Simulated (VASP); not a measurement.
# KF: band structure with TB-mBJ

The system is KF.

```xyz
2
Lattice="0.0000 2.6719 2.6719 2.6719 0.0000 2.6719 2.6719 2.6719 0.0000" Properties=species:S:1:pos:R:3 pbc="T T T"
K     0.0000    0.0000    0.0000
F     2.6719    2.6719    2.6719
```

| Item | Value |
| --- | --- |
| Program | VASP 6.6.1 |
| Task | band structure |
| Functional | TB-mBJ |
| Potentials or basis | VASP PAW PBE potentials, release 64 (K_sv, F) |
| Cutoff | 640 eV |
| k mesh | 11 × 11 × 11 |
| Occupations | gaussian, width 0.03 eV |
| Spin | no spin polarisation |
| Tolerance level | standard |
| Purpose | bands |
| Route | KPOINTS_OPT |
| Further INCAR settings | ALGO = Normal; EDIFF = 1e-07; NBANDS = 30 |

| Quantity | Value |
| --- | --- |
| Band gap on the k mesh | 10.19 eV |
| Band gap along the path | 10.19 eV |

Levels at the corners of the path, in eV from the valence-band top:
| point | band 4 | band 5 | band 6 | band 7 | band 8 | band 9 | band 10 | band 11 | band 12 | band 13 |
| --- | --- | --- | --- | --- | --- | --- | --- | --- | --- | --- |
| Γ | -10.57 | -10.57 | 0.00 | 0.00 | 0.00 | 10.19 | 12.32 | 12.32 | 12.32 | 13.05 |
| X | -10.69 | -10.69 | -0.13 | -0.04 | -0.04 | 10.94 | 12.00 | 13.77 | 14.34 | 14.34 |
| X | -10.69 | -10.69 | -0.13 | -0.04 | -0.04 | 10.94 | 12.00 | 13.77 | 14.34 | 14.34 |
| W | -10.78 | -10.62 | -0.26 | -0.10 | -0.10 | 12.24 | 12.24 | 12.48 | 13.96 | 14.34 |
| W | -10.78 | -10.62 | -0.26 | -0.10 | -0.10 | 12.24 | 12.24 | 12.48 | 13.96 | 14.34 |
| K | -10.70 | -10.65 | -0.20 | -0.14 | -0.12 | 11.58 | 12.49 | 13.20 | 13.90 | 14.06 |
| K | -10.70 | -10.65 | -0.20 | -0.14 | -0.12 | 11.58 | 12.49 | 13.20 | 13.90 | 14.06 |
| Γ | -10.57 | -10.57 | 0.00 | 0.00 | 0.00 | 10.19 | 12.32 | 12.32 | 12.32 | 13.05 |
| Γ | -10.57 | -10.57 | 0.00 | 0.00 | 0.00 | 10.19 | 12.32 | 12.32 | 12.32 | 13.05 |
| L | -10.59 | -10.59 | -0.44 | -0.23 | -0.23 | 11.77 | 13.13 | 13.13 | 14.33 | 14.33 |
| L | -10.59 | -10.59 | -0.44 | -0.23 | -0.23 | 11.77 | 13.13 | 13.13 | 14.33 | 14.33 |
| U | -10.70 | -10.65 | -0.20 | -0.14 | -0.12 | 11.58 | 12.49 | 13.20 | 13.90 | 14.06 |
| U | -10.70 | -10.65 | -0.20 | -0.14 | -0.12 | 11.58 | 12.49 | 13.20 | 13.90 | 14.06 |
| W | -10.78 | -10.62 | -0.26 | -0.10 | -0.10 | 12.24 | 12.24 | 12.48 | 13.96 | 14.34 |
| W | -10.78 | -10.62 | -0.26 | -0.10 | -0.10 | 12.24 | 12.24 | 12.48 | 13.96 | 14.34 |
| L | -10.59 | -10.59 | -0.44 | -0.23 | -0.23 | 11.77 | 13.13 | 13.13 | 14.33 | 14.33 |
| L | -10.59 | -10.59 | -0.44 | -0.23 | -0.23 | 11.77 | 13.13 | 13.13 | 14.33 | 14.33 |
| K | -10.70 | -10.65 | -0.20 | -0.14 | -0.12 | 11.58 | 12.49 | 13.20 | 13.90 | 14.06 |
| U | -10.70 | -10.65 | -0.20 | -0.14 | -0.12 | 11.58 | 12.49 | 13.20 | 13.90 | 14.06 |
| X | -10.69 | -10.69 | -0.13 | -0.04 | -0.04 | 10.94 | 12.00 | 13.77 | 14.34 | 14.34 |

It took 6.1 min on 1 thread of AMD EPYC 9R45 96-Core Processor (Zen 5), on a shared host, peak memory 0.23 GiB.
